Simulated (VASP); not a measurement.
SrAu2C6N6, 15 atoms in the cell. The structure is cubic, space group F-43m (No. 216). The conventional cell has a = 10.189 Å, b = 10.189 Å, c = 10.189 Å, α = 90.00°, β = 90.00°, γ = 90.00°. Sr (site symmetry -43m) has 12 N at 3.64 Å and 12 C at 3.66 Å and 8 Au at 4.41 Å within 4.8 Å. C (site symmetry 2mm) has 1 N at 1.17 Å within 1.6 Å. Au (site symmetry -43m) has 6 C at 1.92 Å within 2.5 Å. Au (site symmetry -43m) has 6 N at 2.01 Å within 2.7 Å. Within 1.6 Å of N (site symmetry 2mm) lie 1 C at 1.17 Å. 

| Property | Result |
| --- | --- |
| Program | VASP 6.6.1 |
| Task | single point |
| Functional | PBE |
| Potentials or basis | VASP PAW PBE potentials, release 64 (Sr_sv, C, Au, N) |
| Cutoff | 520 eV |
| k mesh | 4 × 4 × 4 |
| Occupations | gaussian, width 0.1 eV |
| Spin | no spin polarisation |
| Dipole correction | no |
| Further INCAR settings | LREAL = Auto; ALGO = Normal; EDIFF = 1e-06; NBANDS = 56 |

Potentials or basis: VASP PAW PBE potentials, release 64 (Sr_sv, C, Au, N).

Run with:

```bash
$ cat potpaw_PBE.64/Sr_sv/POTCAR potpaw_PBE.64/C/POTCAR potpaw_PBE.64/Au/POTCAR potpaw_PBE.64/N/POTCAR > POTCAR
$ mpirun -np 1 vasp_std > vasp.out
```

Hardware: 1 thread of Intel(R) Xeon(R) Platinum 8375C CPU @ 2.90GHz (Ice Lake), on a shared host.

Q: Estimate the wall time of this run.

A: Wall time 8.5 min on 1 thread of Intel(R) Xeon(R) Platinum 8375C CPU @ 2.90GHz (Ice Lake) (shared host), peak memory 0.43 GiB. Counts: scf iterations 21, k points 8.
